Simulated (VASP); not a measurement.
# TlZnBr3 (Pm-3m) in VASP: settings compared, part 2 of 3

VASP 6.6.1. Earlier steps stand in the parts before.

### Step 3. Single point, r2SCAN (volume changed by +6%)

POSCAR reads:

```
TlZnBr3
1.0
    5.3024278463      0.0000000000      0.0000000000
    0.0000000000      5.3024278463      0.0000000000
    0.0000000000      0.0000000000      5.3024278463
Tl Zn Br
1 1 3
Direct
    0.0000000000      0.0000000000      0.0000000000
    0.5000000000      0.5000000000      0.5000000000
    0.5000000000      0.5000000000      0.0000000000
    0.5000000000      0.0000000000      0.5000000000
    0.0000000000      0.5000000000      0.5000000000
```

INCAR.step1 reads:

```
SYSTEM = TlZnBr3
PREC = Accurate
ENCUT = 520
ISMEAR = 0
SIGMA = 0.01
LREAL = .FALSE.
LASPH = .TRUE.
NELM = 100
NBANDS = 31
GGA = PE
ALGO = Normal
EDIFF = 1E-4
LWAVE = .TRUE.
LCHARG = .FALSE.
```

INCAR.step2 reads:

```
SYSTEM = TlZnBr3
PREC = Accurate
ENCUT = 520
EDIFF = 1E-6
ISMEAR = 0
SIGMA = 0.01
LREAL = .FALSE.
LASPH = .TRUE.
NELM = 100
ALGO = Normal
ISIF = 2
LWAVE = .FALSE.
LCHARG = .FALSE.
METAGGA = R2SCAN
LMIXTAU = .TRUE.
NBANDS = 31
ISTART = 1
```

KPOINTS reads:

```
regular mesh
0
G
  4 4 4
  0 0 0
```

Potentials or basis: VASP PAW PBE potentials, release 64 (Tl_d, Zn, Br).

Launch:

```console
$ cat potpaw_PBE.64/Tl_d/POTCAR potpaw_PBE.64/Zn/POTCAR potpaw_PBE.64/Br/POTCAR > POTCAR
$ cp INCAR.step1 INCAR
$ mpirun -np 1 vasp_std > vasp.out
$ cp INCAR.step2 INCAR
$ mpirun -np 1 vasp_std > vasp.out
```

OUTCAR:

```text
SYSTEM = TlZnBr3
   PREC = Accurate
   ENCUT = 520
   EDIFF = 1E-6
   ISMEAR = 0
   LREAL = .FALSE.
   LASPH = .TRUE.
   NELM = 100
   ISIF = 2
   METAGGA = R2SCAN
   ISTART = 1

 ion  position               nearest neighbor table
   1  0.000  0.000  0.000-
   2  0.500  0.500  0.500-   3 2.65   4 2.65   5 2.65   3 2.65   4 2.65   5 2.65
   3  0.500  0.500  0.000-   2 2.65   2 2.65
   4  0.500  0.000  0.500-   2 2.65   2 2.65
   5  0.000  0.500  0.500-   2 2.65   2 2.65

  LATTYP: Found a simple cubic cell.
 ALAT       =     5.3024278463

  Lattice vectors:

 A1 = (   5.3024278463,   0.0000000000,   0.0000000000)
 A2 = (   0.0000000000,   5.3024278463,   0.0000000000)
 A3 = (   0.0000000000,   0.0000000000,   5.3024278463)

Analysis of symmetry for initial positions (statically):
=====================================================================
 Subroutine PRICEL returns:
 Original cell was already a primitive cell.

 Routine SETGRP: Setting up the symmetry group for a
 simple cubic supercell.

 Subroutine GETGRP returns: Found 48 space group operations
 (whereof 48 operations were pure point group operations)
 out of a pool of 48 trial point group operations.

The static configuration has the point symmetry O_h .

Analysis of symmetry for dynamics (positions and initial velocities):
=====================================================================
 Subroutine PRICEL returns:
 Original cell was already a primitive cell.

 Routine SETGRP: Setting up the symmetry group for a
 simple cubic supercell.

 Subroutine GETGRP returns: Found 48 space group operations
 (whereof 48 operations were pure point group operations)
 out of a pool of 48 trial point group operations.

The dynamic configuration has the point symmetry O_h .

 Subroutine INISYM returns: Found 48 space group operations
 (whereof 48 operations are pure point group operations),
 and found     1 'primitive' translations

----------------------------------------------------------------------------------------

                                     Primitive cell

  volume of cell :     149.0817

  direct lattice vectors                    reciprocal lattice vectors
     5.302427846  0.000000000  0.000000000     0.188592854  0.000000000  0.000000000
     0.000000000  5.302427846  0.000000000     0.000000000  0.188592854  0.000000000
     0.000000000  0.000000000  5.302427846     0.000000000  0.000000000  0.188592854

  length of vectors
     5.302427846  5.302427846  5.302427846     0.188592854  0.188592854  0.188592854

  position of ions in fractional coordinates (direct lattice)
     0.000000000  0.000000000  0.000000000
     0.500000000  0.500000000  0.500000000
     0.500000000  0.500000000  0.000000000
     0.500000000  0.000000000  0.500000000
     0.000000000  0.500000000  0.500000000

  ion indices of the primitive-cell ions
   primitive index   ion index
                 1           1
                 2           2
                 3           3
                 4           4
                 5           5

----------------------------------------------------------------------------------------

 KPOINTS: regular mesh

[... 23 lines left out ...]
            Coordinates               Weight
  0.000000  0.000000  0.000000      1.000000
  0.250000  0.000000  0.000000      6.000000
  0.500000  0.000000  0.000000      3.000000
  0.250000  0.250000  0.000000     12.000000
  0.500000  0.250000  0.000000     12.000000
  0.500000  0.500000  0.000000      3.000000
  0.250000  0.250000  0.250000      8.000000
  0.500000  0.250000  0.250000     12.000000
  0.500000  0.500000  0.250000      6.000000
  0.500000  0.500000  0.500000      1.000000
   k-points           NKPTS =     10   k-points in BZ     NKDIM =     10   number of bands    NBANDS=     31
   number of dos      NEDOS =    301   number of ions     NIONS =      5
   total plane-waves  NPLWV =  64000
   dimension x,y,z NGX =    40 NGY =   40 NGZ =   40
   dimension x,y,z NGXF=    80 NGYF=   80 NGZF=   80
   ions per type =               1   1   3
   NGX,Y,Z   is equivalent  to a cutoff of  12.54, 12.54, 12.54 a.u.
   NGXF,Y,Z  is equivalent  to a cutoff of  25.08, 25.08, 25.08 a.u.
 SYSTEM =  TlZnBr3
   PREC   = accura    normal or accurate (medium, high low for compatibility)
   ISTART =      1    job   : 0-new  1-cont  2-samecut
   ICHARG =      0    charge: 1-file 2-atom 10-const
   ISPIN  =      1    spin polarized calculation?
   LNONCOLLINEAR =      F non collinear calculations
   LSORBIT =      F    spin-orbit coupling
   LASPH  =      T    aspherical Exc in radial PAW
   ENCUT  =  520.0 eV  38.22 Ry    6.18 a.u.   9.86  9.86  9.86*2*pi/ulx,y,z
   NELM   =    100;   NELMIN=  2; NELMDL=  0     # of ELM steps
   EDIFF  = 0.1E-05   stopping-criterion for ELM
   LREAL  =      F    real-space projection
   EDIFFG = 0.1E-04   stopping-criterion for IOM
   NSW    =      0    number of steps for IOM
   IBRION =     -1    ionic relax: 0-MD 1-quasi-New 2-CG
   NFREE  =      0    steps in history (QN), initial steepest desc. (CG)
   ISIF   =      2    stress and relaxation
   ISYM   =      2    0-nonsym 1-usesym 2-fastsym
   POTIM  = 0.5000    time-step for ionic-motion
   TEBEG  =    0.0;   TEEND  =   0.0 temperature during run
   PSTRESS=    0.0 pullay stress
   NELECT =      46.0000    total number of electrons
   NUPDOWN=      -1.0000    fix difference up-down
   EMIN   =  10.00;   EMAX   =-10.00  energy-range for DOS
   EFERMI =   0.00;   METHOD = LEGACY
   ISMEAR =     0;   SIGMA  =   0.01  broadening in eV -4-tet -1-fermi 0-gaus
   EFERMI_NEDOS =   21; number of points for ismear=-14 and -15
   IALGO  =     38    algorithm
   IMIX   =      4    mixing-type and parameters
     AMIX     =   0.40;   BMIX     =  1.00
     AMIX_MAG =   1.60;   BMIX_MAG =  1.00
  volume/ion in A,a.u.               =      29.82       201.21
  Fermi-wavevector in a.u.,A,eV,Ry     =   1.106248  2.090506 16.650614  1.223786
  Thomas-Fermi vector in A             =   2.242747
   LORBIT       =      0    0 simple, 1 ext, 2 COOP (PROOUT), +10 PAW based schemes
   METAGGA = R2SCAN    functional components
   LHFCALC =     F    Hartree Fock is set to
   AEXX    =    0.0000 exact exchange contribution
   IVDW    =     0    specifies the selected vdW correction
   LEPSILON=     F    determine dielectric tensor
   LRPA    =     F    only Hartree local field effects (RPA)
 non-spin polarized calculation
 Gauss-broadening in eV      SIGMA  =   0.01
  energy-cutoff  :      520.00
  volume of cell :      149.08
 maximum number of plane-waves:      4032
 NGX is ok and might be reduce to    40
   NGX = 19   NGY = 19   NGZ = 19

 number of electron      46.0000036 magnetization

 Free energy of the ion-electron system (eV)
  ---------------------------------------------------
  ext. energy  EPLUGINS =         0.00000000
  ---------------------------------------------------
  free energy    TOTEN  =      -106.41815753 eV

  energy without entropy =     -106.41815753  energy(sigma->0) =     -106.41815753

 E-fermi :   0.4173     XC(G=0):  -9.1195

 val. band max:        0.3345641931   @ k =   0.5000   0.5000   0.0000
 cond. band min:       1.0576592886   @ k =   0.0000   0.0000   0.0000
 fundamental gap:      0.7230950955
 Fermi energy:         0.4173239929

 k-point     1 :       0.0000    0.0000    0.0000
  band No.  band energies     occupation
      1     -14.0467      2.00000
      2     -13.2325      2.00000
      3     -13.2325      2.00000
      4      -9.6265      2.00000
      5      -9.6265      2.00000
      6      -9.6253      2.00000
[... 329 lines left out ...]
     30       7.7516      0.00000
     31      10.6506      0.00000

------------------------ aborting loop because EDIFF is reached ----------------------------------------

  FORCE on cell =-STRESS in cart. coord.  units (eV):
  Direction    XX          YY          ZZ          XY          YZ          ZX
  --------------------------------------------------------------------------------------
  -------------------------------------------------------------------------------------
  Total       -1.6743609     -1.6743609     -1.6743609      0.0000000      0.0000000     -0.0000000
  in kB      -17.9943165    -17.9943165    -17.9943165      0.0000000      0.0000000     -0.0000000
  external PRESSURE =     -17.9943165 kB  Pullay stress =       0.0000000 kB

 VOLUME and BASIS-vectors are now :
 -----------------------------------------------------------------------------
  energy-cutoff  :      520.00
  volume of cell :      149.08
      direct lattice vectors                 reciprocal lattice vectors
     5.302427846  0.000000000  0.000000000     0.188592854  0.000000000  0.000000000
     0.000000000  5.302427846  0.000000000     0.000000000  0.188592854  0.000000000
     0.000000000  0.000000000  5.302427846     0.000000000  0.000000000  0.188592854

 POSITION                                       TOTAL-FORCE (eV/Angst)
 -----------------------------------------------------------------------------------
      0.00000      0.00000      0.00000         0.000000      0.000000      0.000000
      2.65121      2.65121      2.65121         0.000000      0.000000      0.000000
      2.65121      2.65121      0.00000         0.000000      0.000000      0.000000
      2.65121      0.00000      2.65121         0.000000      0.000000      0.000000
      0.00000      2.65121      2.65121         0.000000      0.000000      0.000000
 -----------------------------------------------------------------------------------
    total drift:                               -0.000000      0.000000     -0.000000

  FREE ENERGIE OF THE ION-ELECTRON SYSTEM (eV)
  ---------------------------------------------------
  free  energy   TOTEN  =      -106.4181575325 eV

  energy  without entropy=     -106.4181575325  energy(sigma->0) =     -106.41815753
```

Run time: 71 s. Hardware: 1 thread of Intel Xeon 6975P-C (Granite Rapids), shared host; peak memory 0.29 GiB.

Results:

```yaml
Free_energy: -106.4182 eV
Pressure: -1.8 GPa
Band_gap_on_the_k_mesh: 0.72 eV, indirect (least direct gap 1.38 eV)
```

Levels at points of the mesh, in eV from the valence-band top:
```tsv
k point	band 21	band 22	band 23	band 24	band 25	band 26
(0.00, 0.00, 0.00)	-0.65	-0.65	-0.65	0.72	6.19	6.19
(0.50, 0.00, 0.00)	-0.65	-0.63	-0.63	3.49	4.09	5.39
(0.50, 0.50, 0.00)	-1.10	-0.35	0.00	4.58	5.13	5.13
(0.50, 0.50, 0.50)	0.00	0.00	0.00	5.92	5.92	5.92
```

Caveat: the cell differs from its parent crystal (volume changed by +6%); the PAW data sets were made with another functional, which shifts forces and pressure a little; spin-orbit coupling is left out, which moves the levels of the heavy elements.

### Step 4. Single point, PBE

This run uses another cell than the first one, of 28.13 Å³/atom, 0.971 times its volume.

INCAR reads:

```
ALGO = Normal ; EDIFF = 1E-6
ENCUT = 520 ; GGA = PE
ISIF = 2 ; ISMEAR = 0
LASPH = T ; LCHARG = T
LELF = T ; LREAL = F
LVHAR = T ; LWAVE = F
NBANDS = 31 ; NELM = 60
PREC = Accurate ; SIGMA = 0.01
```

KPOINTS reads:

```
k-points
0
Gamma
  6 6 6
```

POSCAR, as its differences from that of step 3:

```diff
@@ -2,5 +2,5 @@
 1.0
-    5.3024278463      0.0000000000      0.0000000000
-    0.0000000000      5.3024278463      0.0000000000
-    0.0000000000      0.0000000000      5.3024278463
+    5.2004326836      0.0000000000      0.0000000000
+    0.0000000000      5.2004326836      0.0000000000
+    0.0000000000      0.0000000000      5.2004326836
 Tl Zn Br
```

Potentials or basis: VASP PAW PBE potentials, release 64 (Tl_d, Zn, Br).

Launch:

```console
$ cat potpaw_PBE.64/Tl_d/POTCAR potpaw_PBE.64/Zn/POTCAR potpaw_PBE.64/Br/POTCAR > POTCAR
$ mpirun -np 1 vasp_std > vasp.out
```

OUTCAR:

```text
EDIFF = 1E-6
   ENCUT = 520
   GGA = PE
   ISIF = 2
   ISMEAR = 0
   LASPH = T
   LREAL = F
   NELM = 60
   PREC = Accurate

 ion  position               nearest neighbor table
   1  0.000  0.000  0.000-
   2  0.500  0.500  0.500-   3 2.60   4 2.60   5 2.60   3 2.60   4 2.60   5 2.60
   3  0.500  0.500  0.000-   2 2.60   2 2.60
   4  0.500  0.000  0.500-   2 2.60   2 2.60
   5  0.000  0.500  0.500-   2 2.60   2 2.60

  LATTYP: Found a simple cubic cell.
 ALAT       =     5.2004326836

  Lattice vectors:

 A1 = (   5.2004326836,   0.0000000000,   0.0000000000)
 A2 = (   0.0000000000,   5.2004326836,   0.0000000000)
 A3 = (   0.0000000000,   0.0000000000,   5.2004326836)

Analysis of symmetry for initial positions (statically):
=====================================================================
 Subroutine PRICEL returns:
 Original cell was already a primitive cell.

 Routine SETGRP: Setting up the symmetry group for a
 simple cubic supercell.

 Subroutine GETGRP returns: Found 48 space group operations
 (whereof 48 operations were pure point group operations)
 out of a pool of 48 trial point group operations.

The static configuration has the point symmetry O_h .

Analysis of symmetry for dynamics (positions and initial velocities):
=====================================================================
 Subroutine PRICEL returns:
 Original cell was already a primitive cell.

 Routine SETGRP: Setting up the symmetry group for a
 simple cubic supercell.

 Subroutine GETGRP returns: Found 48 space group operations
 (whereof 48 operations were pure point group operations)
 out of a pool of 48 trial point group operations.

The dynamic configuration has the point symmetry O_h .

 Subroutine INISYM returns: Found 48 space group operations
 (whereof 48 operations are pure point group operations),
[... 114 lines left out ...]
   IALGO  =     38    algorithm
   IMIX   =      4    mixing-type and parameters
     AMIX     =   0.40;   BMIX     =  1.00
     AMIX_MAG =   1.60;   BMIX_MAG =  1.00
  volume/ion in A,a.u.               =      28.13       189.82
  Fermi-wavevector in a.u.,A,eV,Ry     =   1.127945  2.131507 17.310150  1.272260
  Thomas-Fermi vector in A             =   2.264633
   LORBIT       =      0    0 simple, 1 ext, 2 COOP (PROOUT), +10 PAW based schemes
   GGA     = PE    functional components
   LHFCALC =     F    Hartree Fock is set to
   AEXX    =    0.0000 exact exchange contribution
   IVDW    =     0    specifies the selected vdW correction
   LEPSILON=     F    determine dielectric tensor
   LRPA    =     F    only Hartree local field effects (RPA)
 non-spin polarized calculation
 Gauss-broadening in eV      SIGMA  =   0.01
  energy-cutoff  :      520.00
  volume of cell :      140.64
 maximum number of plane-waves:      3840
 NGX is ok and might be reduce to    40
   NGX = 19   NGY = 19   NGZ = 19

 number of electron      45.9999965 magnetization

 Free energy of the ion-electron system (eV)
  ---------------------------------------------------
  ext. energy  EPLUGINS =         0.00000000
  ---------------------------------------------------
  free energy    TOTEN  =       -12.07145399 eV

  energy without entropy =      -12.07145399  energy(sigma->0) =      -12.07145399

 E-fermi :   1.2484     XC(G=0):  -8.9247

 val. band max:        1.1618366285   @ k =   0.5000   0.5000   0.0000
 cond. band min:       1.4540961328   @ k =   0.0000   0.0000   0.0000
 fundamental gap:      0.2922595043
 Fermi energy:         1.2483605658

 k-point     1 :       0.0000    0.0000    0.0000
  band No.  band energies     occupation
      1     -12.9943      2.00000
      2     -12.0755      2.00000
      3     -12.0755      2.00000
      4      -8.4898      2.00000
      5      -8.4898      2.00000
      6      -8.4898      2.00000
[... 669 lines left out ...]
     30       8.4619      0.00000
     31      10.9266      0.00000

------------------------ aborting loop because EDIFF is reached ----------------------------------------

  FORCE on cell =-STRESS in cart. coord.  units (eV):
  Direction    XX          YY          ZZ          XY          YZ          ZX
  --------------------------------------------------------------------------------------
  -------------------------------------------------------------------------------------
  Total        1.1667904      1.1667904      1.1667904     -0.0000000     -0.0000000     -0.0000000
  in kB       13.2918365     13.2918365     13.2918365     -0.0000000     -0.0000000     -0.0000000
  external PRESSURE =      13.2918365 kB  Pullay stress =       0.0000000 kB

 VOLUME and BASIS-vectors are now :
 -----------------------------------------------------------------------------
  energy-cutoff  :      520.00
  volume of cell :      140.64
      direct lattice vectors                 reciprocal lattice vectors
     5.200432684  0.000000000  0.000000000     0.192291692  0.000000000  0.000000000
     0.000000000  5.200432684  0.000000000     0.000000000  0.192291692  0.000000000
     0.000000000  0.000000000  5.200432684     0.000000000  0.000000000  0.192291692

 POSITION                                       TOTAL-FORCE (eV/Angst)
 -----------------------------------------------------------------------------------
      0.00000      0.00000      0.00000         0.000000      0.000000      0.000000
      2.60022      2.60022      2.60022         0.000000      0.000000      0.000000
      2.60022      2.60022      0.00000         0.000000      0.000000      0.000000
      2.60022      0.00000      2.60022         0.000000      0.000000      0.000000
      0.00000      2.60022      2.60022         0.000000      0.000000      0.000000
 -----------------------------------------------------------------------------------
    total drift:                               -0.000000      0.000000     -0.000000

  FREE ENERGIE OF THE ION-ELECTRON SYSTEM (eV)
  ---------------------------------------------------
  free  energy   TOTEN  =       -12.0714539899 eV

  energy  without entropy=      -12.0714539899  energy(sigma->0) =      -12.07145399
```

Wall time 33 s (1 thread of Intel Xeon 6975P-C (Granite Rapids), shared host); peak memory 0.28 GiB.

What came out:

* Free energy: -12.0715 eV
* Pressure: 1.3 GPa
* Band gap on the k mesh: 0.29 eV, indirect (least direct gap 1.00 eV)

Levels at points of the mesh, in eV from the valence-band top:
```tsv
k point	band 20	band 21	band 22	band 23	band 24	band 25	band 26	band 27
(0.00, 0.00, 0.00)	-0.89	-0.70	-0.70	-0.70	0.29	5.88	5.88	5.88
(0.50, 0.00, 0.00)	-1.09	-0.67	-0.67	-0.65	3.12	3.78	4.99	4.99
(0.50, 0.50, 0.00)	-1.19	-1.11	-0.26	0.00	4.08	4.78	4.78	5.37
(0.50, 0.50, 0.50)	-0.24	0.00	0.00	0.00	5.32	5.32	5.32	5.82
```

Caveat: spin-orbit coupling is left out, which moves the levels of the heavy elements. A k mesh can miss the band edges.

(Continued in part 3 of 3.)
